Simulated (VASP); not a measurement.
Write the native input for VASP 6.6.1 that does the following.

```yaml
Task: single point
Functional: PBE
Potentials_or_basis: VASP PAW PBE potentials, release 64 (F)
Cutoff: 520 eV
k_mesh: 18 × 18 × 10
Occupations: fermi-dirac, width 0.05 eV
Spin: no spin polarisation
Dipole_correction: no
Further_INCAR_settings: ALGO = Normal; EDIFF = 1e-07; NBANDS = 14
```

The structure of F lies in POSCAR:

```
F
1.0
    2.1796334018      0.0000000000      0.0000000000
   -1.0898167009      1.8876178969      0.0000000000
    0.0000000000      0.0000000000      2.8368146951
F
2
Direct
    0.3333333333      0.6666666667      0.2500000000
    0.6666666667      0.3333333333      0.7500000000
```

This cell differs from its parent crystal: volume scaled by 0.55.

One way to write it, as run:

INCAR

```
SYSTEM = F
ALGO     = Normal         ! electronic algorithm
EDIFF    = 1E-7           ! SCF threshold, eV
ENCUT    = 520            ! plane-wave cutoff, eV
GGA      = PE             ! functional
ISIF     = 2              ! what is computed and relaxed
ISMEAR   = -1             ! smearing method
LASPH    = .True.         ! aspherical terms in the spheres
LCHARG   = .True.         ! write CHGCAR
LELF     = .True.         ! ELF
LREAL    = .False.        ! projectors in reciprocal space
LVHAR    = .True.       
LWAVE    = .False.        ! write WAVECAR
NBANDS   = 14             ! bands
NELM     = 60             ! most SCF steps
PREC     = Accurate       ! precision mode
SIGMA    = 0.05           ! smearing width, eV
```

KPOINTS

```
k-points
0
Gamma
  18 18 10
  0 0 0
```

Potentials or basis: VASP PAW PBE potentials, release 64 (F).

The run is started by

```sh
$ cat potpaw_PBE.64/F/POTCAR > POTCAR
$ mpirun -np 1 vasp_std > vasp.out
```

Results of the run:

```json
{"Pressure": "128.2 GPa", "Band gap on the k mesh": "zero (band 7 reaches 4.60 eV, above the bottom of band 8 at 2.12 eV)"}
```

It took 31 s on 1 thread of AMD EPYC 7R13 Processor (Zen 3), on a shared host, peak memory 0.1 GiB.
